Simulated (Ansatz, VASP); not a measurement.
**CrO2 in VASP and in Ansatz**

```
Cr O
1.0
     2.58714    0.00000    0.00000
    -1.29357    2.24053    0.00000
     0.00000    0.00000   13.70084
Cr O
1 2
Direct
  0.33333 0.66667 0.00000
  0.66667 0.33333 0.91616
  0.66667 0.33333 0.08384
```

Alike in both runs: task single point; functional PBEsol; k mesh 18 × 18 × 4; occupations gaussian, width 0.02 eV; no spin polarisation.

|  | VASP | Ansatz |
| --- | --- | --- |
| version | VASP 6.6.1 | Ansatz 0.2.0 |
| potentials or method | VASP PAW PBE potentials, release 64 (Cr_pv, O), cutoff 520 eV | scalar-relativistic, plane waves, PAW |
| valence electrons in the cell | 24 | 26 |

|  | VASP | Ansatz | Ansatz less VASP |
| --- | --- | --- | --- |
| gap on the k mesh at the Fermi level (eV) | 0.47 | 0.49 | +0.016 |
| least direct gap on the mesh (eV) | 1.72 | 1.74 | +0.019 |
| rms of the force components (eV/Å) | 0.061 | 0.004 | -0.0569 |

VASP's potentials were made for PBE, not for PBEsol. Atom by atom the forces differ by 0.057 eV/Å (rms over components). VASP's potentials hold 24 valence electrons a cell and Ansatz's 26, so a difference there can come from the potentials and not from the codes.
